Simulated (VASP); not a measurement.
Write the native input for VASP 6.6.1 that does the following.

```
Task                   : single point
Functional             : LDA
Potentials or basis    : VASP PAW LDA potentials, release 64 (Cu)
Cutoff                 : 600 eV
k mesh                 : 7 × 7 × 2
Occupations            : methfessel-paxton, width 0.15 eV
Spin                   : no spin polarisation
Dipole correction      : no
Further INCAR settings : ALGO = Normal; EDIFF = 1e-06; NBANDS = 30
```

The structure of Cu lies in POSCAR:

```
Cu
1.0
    2.5307600000      0.0000000000      0.0000000000
   -1.2653800000      2.1917100000      0.0000000000
    0.0000000000      0.0000000000      8.2618200000
Cu
4
Direct
    0.0156800000      0.0041500000      0.9930900000
    0.3406900000      0.7000400000      0.2437600000
    0.0175900000      0.0113400000      0.4859341548
    0.6664500000      0.3445300000      0.7447600000
```

These files were run (other wordings do the same):

INCAR

```
SYSTEM = Cu
PREC = Accurate ; ENCUT = 600
EDIFF = 1E-6 ; ISMEAR = 1
SIGMA = 0.15 ; LREAL = .False.
LASPH = .True. ; NELM = 120
ALGO = Normal ; ISIF = 2
LWAVE = .False. ; LCHARG = .False.
NBANDS = 30 ; GGA_COMPAT = .False.
```

KPOINTS

```
regular mesh
0
Gamma
  7 7 2
  0 0 0
```

Potentials or basis: VASP PAW LDA potentials, release 64 (Cu).

Launch:

```console
$ cat potpaw_LDA.64/Cu/POTCAR > POTCAR
$ mpirun -np 1 vasp_std > vasp.out
```

Results of the run:

```yaml
Pressure: -7.3 GPa
Largest_force: 0.508 eV/Å
Band_gap_on_the_k_mesh: zero (bands 22 and 23 overlap by 4.27 eV)
```

Caveat: the k points lie up to 0.41 Å⁻¹ apart, too coarse for converged energies and pressures of a metal.

It took 67 s on 1 thread of Intel(R) Xeon(R) Platinum 8259CL CPU @ 2.50GHz (Skylake/Cascade Lake), with other jobs on the host, peak memory 0.18 GiB.
